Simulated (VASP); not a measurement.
# LiSi16 (a cell with a defect) in VASP: further runs, part 2 of 2

VASP 6.6.1. Earlier steps stand in the parts before.

**3. Single point, PBE**

Input file INCAR:

```
  PREC = Accurate
  ENCUT = 520
  EDIFF = 1E-6
  ISMEAR = 0
  SIGMA = 0.02
  LREAL = Auto
  LASPH = True
  NELM = 100
  ALGO = Normal
  ISIF = 2
  LWAVE = False
  LCHARG = False
  GGA = PE
  NELECT = 66.0
  NBANDS = 48
```

Input file KPOINTS:

```
Automatic mesh
0
Gamma
  2 2 2
```

Input file POSCAR:

```
LiSi16
1.0
    0.0000000000      5.4300000000      5.4300000000
    5.4300000000      0.0000000000      5.4300000000
    5.4300000000      5.4300000000      0.0000000000
Si Li
16 1
Direct
    0.0023665535      0.0027277495     -0.0083420428
    0.1272613000      0.1276253885      0.1143886967
    0.0051125357      0.0054740355      0.4881790554
    0.1265282094      0.1269196063      0.6191008234
    0.0056859678      0.5014937167     -0.0091757864
    0.1272637173      0.6302036764      0.1144050753
    0.0051082137      0.5007112916      0.4881992671
    0.1357538954      0.6259983455      0.6117393069
    0.5011308831      0.0060774627     -0.0091999239
    0.6298393419      0.1276208306      0.1144190677
    0.5003245737      0.0054741212      0.4882155934
    0.6256403092      0.1361215504      0.6117165386
    0.5011355810      0.5014936339     -0.0092318211
    0.6265927154      0.6269854491      0.1189139923
    0.5038946496      0.5042636327      0.4870524841
    0.6256481825      0.6260190852      0.6116881968
    0.7542747707      0.7546417242      0.7359309764
```

Potentials or basis: VASP PAW PBE potentials, release 64 (Si, Li_sv).

The run is started by

```
$ cat potpaw_PBE.64/Si/POTCAR potpaw_PBE.64/Li_sv/POTCAR > POTCAR
$ mpirun -np 1 vasp_std > vasp.out
```

Run time: 3.1 min. Hardware: 1 thread of Intel Xeon 6975P-C (Granite Rapids), shared host; peak memory 0.47 GiB.

Results (log left out):

```yaml
Free_energy: -93.5134 eV
Largest_force: 0.030 eV/Å
```

Forces in eV/Å, atoms in the order of the input:
```
Si  -0.008 -0.009  0.008
Si  -0.004 -0.004  0.003
Si  -0.004 -0.003 -0.004
Si  -0.007 -0.006  0.007
Si   0.001 -0.002 -0.001
Si  -0.003 -0.004  0.004
Si   0.004 -0.003  0.005
Si   0.000 -0.004  0.000
Si  -0.002  0.002 -0.001
Si  -0.004 -0.003  0.004
Si  -0.003  0.004  0.005
Si  -0.004  0.000  0.001
Si   0.001  0.002  0.002
Si   0.009  0.010 -0.010
Si   0.006  0.005 -0.008
Si  -0.001  0.000  0.004
Li   0.017  0.016 -0.019
```

Levels at points of the mesh, in eV from the Fermi level:
```tsv
k point	band 29	band 30	band 31	band 32	band 33	band 34	band 35	band 36	band 37	band 38
(0.00, 0.00, 0.00)	-1.32	-1.32	-0.20	-0.19	-0.19	0.45	0.45	0.45	0.52	0.52
(0.50, 0.00, 0.00)	-2.31	-1.01	-1.01	-0.92	-0.92	1.00	1.21	1.21	1.39	1.40
(0.00, 0.50, 0.00)	-2.31	-1.01	-1.01	-0.92	-0.92	1.00	1.21	1.21	1.39	1.40
(0.00, 0.00, 0.50)	-2.29	-1.01	-1.01	-0.92	-0.92	1.02	1.20	1.20	1.40	1.41
(0.50, 0.50, 0.50)	-2.31	-1.01	-1.01	-0.92	-0.92	1.00	1.21	1.21	1.39	1.40
(0.50, 0.50, 0.00)	-2.10	-1.56	-1.55	-1.51	-1.47	0.88	0.94	2.00	2.11	2.12
(0.00, 0.50, 0.50)	-2.10	-1.56	-1.55	-1.51	-1.47	0.88	0.94	2.00	2.12	2.12
(0.50, 0.00, 0.50)	-2.10	-1.56	-1.55	-1.51	-1.47	0.88	0.94	2.00	2.12	2.12
```

Caveat: the k points lie up to 0.50 Å⁻¹ apart; the cell carries a net charge on a neutralising background, which shifts energy and pressure; the cell is charged against a uniform background, so pressure and absolute levels hang on convention; the cutoff is under 1.25 times the usual one of these potentials, so pressure, stress and relaxed cells hold a basis-set (Pulay) error.

**4. Single point, PBE**

Input file INCAR:

```
ALGO     = Normal         # electronic algorithm
EDIFF    = 1E-6           # SCF threshold, eV
ENCUT    = 520            # plane-wave cutoff, eV
GGA      = PE             # functional
ISIF     = 2              # what is computed and relaxed
ISMEAR   = 0              # smearing method
LASPH    = T              # aspherical terms in the spheres
LCHARG   = F              # write CHGCAR
LREAL    = Auto         
LWAVE    = F              # write WAVECAR
NBANDS   = 48             # bands
NELECT   = 66.0         
NELM     = 100            # most SCF steps
PREC     = Accurate       # precision mode
SIGMA    = 0.02           # smearing width, eV
```

Input file KPOINTS:

```
k-points
0
Gamma
  2 2 2
```

Input file POSCAR:

```
LiSi16
1.0
    0.0000000000      5.4300000000      5.4300000000
    5.4300000000      0.0000000000      5.4300000000
    5.4300000000      5.4300000000      0.0000000000
Si Li
16 1
Direct
   -0.0009991296     -0.0008565896     -0.0107402942
    0.1237495676      0.1238982756      0.1187898208
   -0.0009342868     -0.0007790339      0.4983009547
    0.1217166021      0.1218532852      0.6210349147
   -0.0057124232      0.4977860064     -0.0031140426
    0.1236575510      0.6199965173      0.1191319260
   -0.0010075382      0.4900829032      0.4982928147
    0.1237273565      0.6196943494      0.6229989407
    0.4976378788     -0.0055674520     -0.0031099439
    0.6198590017      0.1237902007      0.1191404938
    0.4899443895     -0.0008642829      0.4982936343
    0.6195414328      0.1238790716      0.6230020084
    0.4975399761      0.4976764617     -0.0031241547
    0.6217617039      0.6219069323      0.1210518274
    0.4976097591      0.4977619184      0.4935764265
    0.6198046032      0.6199506024      0.6230068204
    0.8718746557      0.8720464844      0.3710155528
```

Potentials or basis: VASP PAW PBE potentials, release 64 (Si, Li_sv).

The run is started by

```
$ cat potpaw_PBE.64/Si/POTCAR potpaw_PBE.64/Li_sv/POTCAR > POTCAR
$ mpirun -np 1 vasp_std > vasp.out
```

OUTCAR:

```text
EDIFF = 1E-6
   ENCUT = 520
   GGA = PE
   ISIF = 2
   ISMEAR = 0
   LASPH = T
   LREAL = Auto
   NELECT = 66.0
   NELM = 100
   PREC = Accurate

 ion  position               nearest neighbor table
   1  0.999  0.999  0.989-   4 2.31   2 2.38  10 2.38   6 2.38  17 2.39
   2  0.124  0.124  0.119-   5 2.34   9 2.34   1 2.38   3 2.38  17 2.74
   3  0.999  0.999  0.498-   4 2.31   2 2.38  12 2.38   8 2.38  17 2.39
   4  0.122  0.122  0.621-   3 2.31   1 2.31  11 2.31   7 2.31
   5  0.994  0.498  0.997-  14 2.34   6 2.34   8 2.34   2 2.34
   6  0.124  0.620  0.119-   5 2.34  13 2.34   1 2.38   7 2.38  17 2.74
   7  0.999  0.490  0.498-   4 2.31   8 2.38   6 2.38  16 2.38  17 2.39
   8  0.124  0.620  0.623-  15 2.34   5 2.34   7 2.38   3 2.38  17 2.74
   9  0.498  0.994  0.997-  14 2.34  10 2.34  12 2.34   2 2.34
  10  0.620  0.124  0.119-   9 2.34  13 2.34   1 2.38  11 2.38  17 2.74
  11  0.490  0.999  0.498-   4 2.31  12 2.38  10 2.38  16 2.38  17 2.39
  12  0.620  0.124  0.623-  15 2.34   9 2.34  11 2.38   3 2.38  17 2.74
  13  0.498  0.498  0.997-  14 2.34  16 2.34   6 2.34  10 2.34
  14  0.622  0.622  0.121-  15 2.34   9 2.34   5 2.34  13 2.34
  15  0.498  0.498  0.494-  14 2.34  16 2.34   8 2.34  12 2.34
  16  0.620  0.620  0.623-  15 2.34  13 2.34  11 2.38   7 2.38  17 2.74
  17  0.872  0.872  0.371-   3 2.39   1 2.39  11 2.39   7 2.39   2 2.74  12 2.74   8 2.74  10 2.74
                             6 2.74  16 2.74

  LATTYP: Found a face centered cubic cell.
 ALAT       =    10.8600000000

  Lattice vectors:

 A1 = (   0.0000000000,   5.4300000000,   5.4300000000)
 A2 = (   5.4300000000,   0.0000000000,   5.4300000000)
 A3 = (   5.4300000000,   5.4300000000,   0.0000000000)

Analysis of symmetry for initial positions (statically):
=====================================================================
 Subroutine PRICEL returns:
 Original cell was already a primitive cell.

 Routine SETGRP: Setting up the symmetry group for a
 face centered cubic supercell.

 Subroutine GETGRP returns: Found  1 space group operations
 (whereof  1 operations were pure point group operations)
 out of a pool of 48 trial point group operations.

The static configuration has the point symmetry C_1 .
[... 154 lines left out ...]
   IVDW    =     0    specifies the selected vdW correction
   LEPSILON=     F    determine dielectric tensor
   LRPA    =     F    only Hartree local field effects (RPA)
 non-spin polarized calculation
 Gauss-broadening in eV      SIGMA  =   0.02
  energy-cutoff  :      520.00
  volume of cell :      320.21
 maximum number of plane-waves:      8646
 NGX is ok and might be reduce to    60
   NGX = 29   NGY = 29   NGZ = 29

 number of electron      66.0000000 magnetization

 Free energy of the ion-electron system (eV)
  ---------------------------------------------------
  ext. energy  EPLUGINS =         0.00000000
  ---------------------------------------------------
  free energy    TOTEN  =       -93.51447913 eV

  energy without entropy =      -93.51447913  energy(sigma->0) =      -93.51447913

 E-fermi :   6.2572     XC(G=0):  -9.4409

 val. band max:        6.0426556908   @ k =   0.0000   0.0000   0.0000
 cond. band min:       6.6809680425   @ k =   0.0000   0.0000   0.0000
 fundamental gap:      0.6383123517
 Fermi energy:         6.2571813619

 k-point     1 :       0.0000    0.0000    0.0000
  band No.  band energies     occupation
      1     -40.3800      2.00000
      2      -5.9236      2.00000
      3      -3.6715      2.00000
      4      -3.6137      2.00000
      5      -3.6133      2.00000
      6      -3.6090      2.00000
[... 373 lines left out ...]
     44      10.3333      0.00000
     45      10.4007      0.00000
 [bands above 45 left out]

------------------------ aborting loop because EDIFF is reached ----------------------------------------

  FORCE on cell =-STRESS in cart. coord.  units (eV):
  Direction    XX          YY          ZZ          XY          YZ          ZX
  --------------------------------------------------------------------------------------
  -------------------------------------------------------------------------------------
  Total       -1.1535242     -1.1536987     -1.1560434      0.0269826      0.0240262      0.0229734
  in kB       -5.7717541     -5.7726268     -5.7843588      0.1350099      0.1202172      0.1149492
  external PRESSURE =      -5.7762466 kB  Pullay stress =       0.0000000 kB

 VOLUME and BASIS-vectors are now :
 -----------------------------------------------------------------------------
  energy-cutoff  :      520.00
  volume of cell :      320.21
      direct lattice vectors                 reciprocal lattice vectors
     0.000000000  5.430000000  5.430000000    -0.092081031  0.092081031  0.092081031
     5.430000000  0.000000000  5.430000000     0.092081031 -0.092081031  0.092081031
     5.430000000  5.430000000  0.000000000     0.092081031  0.092081031 -0.092081031

 POSITION                                       TOTAL-FORCE (eV/Angst)
 -----------------------------------------------------------------------------------
     10.79703     10.79625     10.84992        -0.011725     -0.010635      0.008370
      1.31780      1.31699      1.34473         0.018396      0.018574      0.003067
      8.13154      8.13070     10.85070        -0.010052     -0.009816     -0.011686
      4.03388      4.03314      1.32258         0.004740      0.004328      0.005352
      8.11607     10.81207      8.10196        -0.008501     -0.002485     -0.002764
      4.01347      1.31835      4.03804        -0.009215      0.001898      0.000204
[... 9 lines left out ...]
      6.74926      6.74847      6.73187         0.001176      0.000892     -0.006219
      6.74983      6.74889      9.46949         0.002187      0.002994     -0.002159
 -----------------------------------------------------------------------------------
    total drift:                               -0.002546     -0.002722     -0.002105

  FREE ENERGIE OF THE ION-ELECTRON SYSTEM (eV)
  ---------------------------------------------------
  free  energy   TOTEN  =       -93.5144791302 eV

  energy  without entropy=      -93.5144791302  energy(sigma->0) =      -93.51447913
```

OSZICAR:

```text
N       E                     dE             d eps       ncg     rms          rms(c)
DAV:   1     0.173869540072E+03    0.17387E+03   -0.25090E+04   768   0.116E+03
DAV:   2    -0.759425180036E+02   -0.24981E+03   -0.23364E+03   944   0.188E+02
DAV:   3    -0.940291819839E+02   -0.18087E+02   -0.17788E+02  1120   0.431E+01
DAV:   4    -0.950636619407E+02   -0.10345E+01   -0.10251E+01  1200   0.924E+00
DAV:   5    -0.951014700689E+02   -0.37808E-01   -0.37803E-01  1040   0.144E+00    0.142E+01
DAV:   6    -0.939948062438E+02    0.11067E+01   -0.93427E-01   888   0.322E+00    0.871E+00
DAV:   7    -0.934979725072E+02    0.49683E+00   -0.14473E+00   904   0.359E+00    0.112E+00
DAV:   8    -0.935083426864E+02   -0.10370E-01   -0.12291E-01   880   0.129E+00    0.479E-01
DAV:   9    -0.935125568051E+02   -0.42141E-02   -0.11235E-02   928   0.382E-01    0.233E-01
DAV:  10    -0.935138493888E+02   -0.12926E-02   -0.14428E-03   896   0.127E-01    0.117E-01
DAV:  11    -0.935144501779E+02   -0.60079E-03   -0.65557E-04   896   0.927E-02    0.244E-02
DAV:  12    -0.935144722027E+02   -0.22025E-04   -0.51037E-05   992   0.252E-02    0.118E-02
DAV:  13    -0.935144788264E+02   -0.66237E-05   -0.13356E-05   952   0.134E-02    0.444E-03
DAV:  14    -0.935144791302E+02   -0.30382E-06   -0.42427E-07   568   0.249E-03
   1 F= -.93514479E+02 E0= -.93514479E+02  d E =-.295382E-52
```

stdout:

```text
POSCAR found type information on POSCAR SiLi
 POSCAR found :  2 types and      17 ions
 scaLAPACK will be used
 LDA part: xc-table for (Slater+PW92), standard interpolation
 POSCAR, INCAR and KPOINTS ok, starting setup
 FFT: planning ... GRIDC
 FFT: planning ... GRID_SOFT
 FFT: planning ... GRID
 WAVECAR not read
 entering main loop
 the old and the new charge density differ
 old charge density:    67.00000 new   66.00000
    0.142E+01
```

It took 3 min on 1 thread of Intel Xeon 6975P-C (Granite Rapids), shared host; peak memory 0.46 GiB.

What came out:

```
Free energy   : -93.5145 eV
Largest force : 0.026 eV/Å
```

Forces in eV/Å, atoms in the order of the input:
```
Si  -0.012 -0.011  0.008
Si   0.018  0.019  0.003
Si  -0.010 -0.010 -0.012
Si   0.005  0.004  0.005
Si  -0.009 -0.002 -0.003
Si  -0.009  0.002  0.000
Si  -0.006  0.004 -0.009
Si   0.017  0.001  0.018
Si  -0.003 -0.008 -0.003
Si   0.001 -0.010  0.000
Si   0.005 -0.007 -0.009
Si   0.001  0.017  0.019
Si   0.002  0.002  0.003
Si  -0.003 -0.002 -0.003
Si  -0.002 -0.002 -0.010
Si   0.001  0.001 -0.006
Li   0.002  0.003 -0.002
```

Levels at points of the mesh, in eV from the Fermi level:
```csv
k point,band 31,band 32,band 33,band 34,band 35,band 36
"(0.00, 0.00, 0.00)",-0.22,-0.21,-0.21,0.42,0.43,0.43
"(0.50, 0.00, 0.00)",-1.03,-0.94,-0.94,0.98,1.18,1.18
"(0.00, 0.50, 0.00)",-1.03,-0.94,-0.94,0.98,1.18,1.18
"(0.00, 0.00, 0.50)",-1.03,-0.94,-0.94,0.98,1.18,1.18
"(0.50, 0.50, 0.50)",-1.03,-0.94,-0.94,0.98,1.18,1.18
"(0.50, 0.50, 0.00)",-1.58,-1.53,-1.49,0.85,0.92,1.98
"(0.00, 0.50, 0.50)",-1.58,-1.53,-1.49,0.85,0.92,1.98
"(0.50, 0.00, 0.50)",-1.58,-1.53,-1.49,0.85,0.92,1.98
```

Caveat: the k points lie up to 0.50 Å⁻¹ apart; the cell carries a net charge on a neutralising background, which shifts energy and pressure; the cell is charged against a uniform background, so pressure and absolute levels hang on convention; the cutoff is under 1.25 times the usual one of these potentials, so pressure, stress and relaxed cells hold a basis-set (Pulay) error.

**5. Single point, PBE**

Input file INCAR:

```
SYSTEM = LiSi16
ALGO     = Normal         ! electronic algorithm
EDIFF    = 1E-6           ! SCF threshold, eV
ENCUT    = 520            ! plane-wave cutoff, eV
GGA      = PE             ! functional
ISIF     = 2              ! what is computed and relaxed
ISMEAR   = 0              ! smearing method
LASPH    = .True.         ! aspherical terms in the spheres
LCHARG   = .True.         ! write CHGCAR
LELF     = .True.         ! ELF
LREAL    = Auto         
LVHAR    = .True.       
LWAVE    = .False.        ! write WAVECAR
NBANDS   = 48             ! bands
NELECT   = 66.0         
NELM     = 60             ! most SCF steps
PREC     = Accurate       ! precision mode
SIGMA    = 0.02           ! smearing width, eV
```

Input file KPOINTS:

```
k-points
0
Gamma
  2 2 2
  0 0 0
```

Input file POSCAR:

```
LiSi16
1.0
    0.0000000000      5.4300000000      5.4300000000
    5.4300000000      0.0000000000      5.4300000000
    5.4300000000      5.4300000000      0.0000000000
Si Li
16 1
Direct
    0.0023665746      0.0027277164     -0.0083420810
    0.1272612339      0.1276255064      0.1143886740
    0.0051125230      0.0054740331      0.4881790055
    0.1265282689      0.1269196133      0.6191008287
    0.0056860037      0.5014937385     -0.0091758748
    0.1272637201      0.6302036832      0.1144051565
    0.0051082873      0.5007112339      0.4881992634
    0.1357539595      0.6259983425      0.6117392265
    0.5011308471      0.0060774401     -0.0091999079
    0.6298393186      0.1276209024      0.1144190608
    0.5003245856      0.0054741252      0.4882155617
    0.6256403315      0.1361215470      0.6117165746
    0.5011355433      0.5014937385     -0.0092318600
    0.6265926335      0.6269854512      0.1189139963
    0.5038946593      0.5042635359      0.4870524862
    0.6256481584      0.6260190608      0.6116883057
    0.7542747698      0.7546418048      0.7359309392
```

The run is started by

```
$ cat potpaw_PBE.64/Si/POTCAR potpaw_PBE.64/Li_sv/POTCAR > POTCAR
$ mpirun -np 1 vasp_std > vasp.out
```

It took 3 min on 1 thread of Intel Xeon 6975P-C (Granite Rapids), shared host; peak memory 0.46 GiB.

Results (log left out):

```
Free energy   : -93.5134 eV
Largest force : 0.030 eV/Å
```

Forces on the atoms (eV/Å):
```
Si  -0.008 -0.009  0.008
Si  -0.004 -0.004  0.003
Si  -0.004 -0.003 -0.004
Si  -0.007 -0.006  0.007
Si   0.001 -0.002 -0.001
Si  -0.003 -0.004  0.004
Si   0.004 -0.003  0.005
Si   0.000 -0.004  0.000
Si  -0.002  0.002 -0.001
Si  -0.004 -0.003  0.004
Si  -0.003  0.004  0.005
Si  -0.004  0.000  0.001
Si   0.001  0.002  0.002
Si   0.009  0.010 -0.010
Si   0.006  0.005 -0.008
Si  -0.001  0.000  0.004
Li   0.017  0.016 -0.019
```

Levels at points of the mesh, in eV from the Fermi level:
```csv
k point,band 29,band 30,band 31,band 32,band 33,band 34,band 35,band 36,band 37,band 38
"(0.00, 0.00, 0.00)",-1.32,-1.32,-0.20,-0.19,-0.19,0.45,0.45,0.45,0.52,0.52
"(0.50, 0.00, 0.00)",-2.31,-1.01,-1.01,-0.92,-0.92,1.00,1.21,1.21,1.39,1.40
"(0.00, 0.50, 0.00)",-2.31,-1.01,-1.01,-0.92,-0.92,1.00,1.21,1.21,1.39,1.40
"(0.00, 0.00, 0.50)",-2.29,-1.01,-1.01,-0.92,-0.92,1.02,1.20,1.20,1.40,1.41
"(0.50, 0.50, 0.50)",-2.31,-1.01,-1.01,-0.92,-0.92,1.00,1.21,1.21,1.39,1.40
"(0.50, 0.50, 0.00)",-2.10,-1.56,-1.55,-1.51,-1.47,0.88,0.94,2.00,2.11,2.12
"(0.00, 0.50, 0.50)",-2.10,-1.56,-1.55,-1.51,-1.47,0.88,0.94,2.00,2.12,2.12
"(0.50, 0.00, 0.50)",-2.10,-1.56,-1.55,-1.51,-1.47,0.88,0.94,2.00,2.12,2.12
```

Caveat: the k points lie up to 0.50 Å⁻¹ apart; the cell carries a net charge on a neutralising background, which shifts energy and pressure; the cell is charged against a uniform background, so pressure and absolute levels hang on convention; the cutoff is under 1.25 times the usual one of these potentials, so pressure, stress and relaxed cells hold a basis-set (Pulay) error.
